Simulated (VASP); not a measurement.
KCl: single point with r2SCAN

Crystal: KCl.

```
K Cl
1.0
     0.00000    3.50728    3.50728
     3.50728    0.00000    3.50728
     3.50728    3.50728    0.00000
K Cl
1 1
Cartesian
  0.0000 0.0000 0.0000
  1.7536 1.7536 1.7536
```

- Program: VASP 6.6.1
- Task: single point
- Functional: r2SCAN
- Potentials or basis: VASP PAW PBE potentials, release 64 (K_sv, Cl)
- Cutoff: 520 eV
- k mesh: 6 × 6 × 6
- Occupations: gaussian, width 0.01 eV
- Spin: no spin polarisation
- Dipole correction: no
- Further INCAR settings: ALGO = Normal; EDIFF = 1e-06; NBANDS = 15

| Item | Value |
| --- | --- |
| Pressure | 0.0 GPa |
| Band gap on the k mesh | 5.35 eV (least direct gap 5.39 eV) |

Levels at points of the mesh, in eV from the valence-band top:
```tsv
k point	band 6	band 7	band 8	band 9	band 10	band 11
(0.00, 0.00, 0.00)	-0.04	-0.04	-0.04	5.35	10.14	10.14
(0.50, 0.00, 0.00)	-0.33	-0.01	-0.01	7.79	8.10	9.67
(0.50, 0.50, 0.00)	-0.39	0.00	0.00	7.17	8.29	10.89
```

Run time: 64 s on 1 thread of Intel(R) Xeon(R) Platinum 8559C (Emerald Rapids), with other jobs on the host, peak memory 0.26 GiB.

Caveat: the PAW data sets were made with another functional, which shifts forces and pressure a little. A k mesh can miss the band edges.
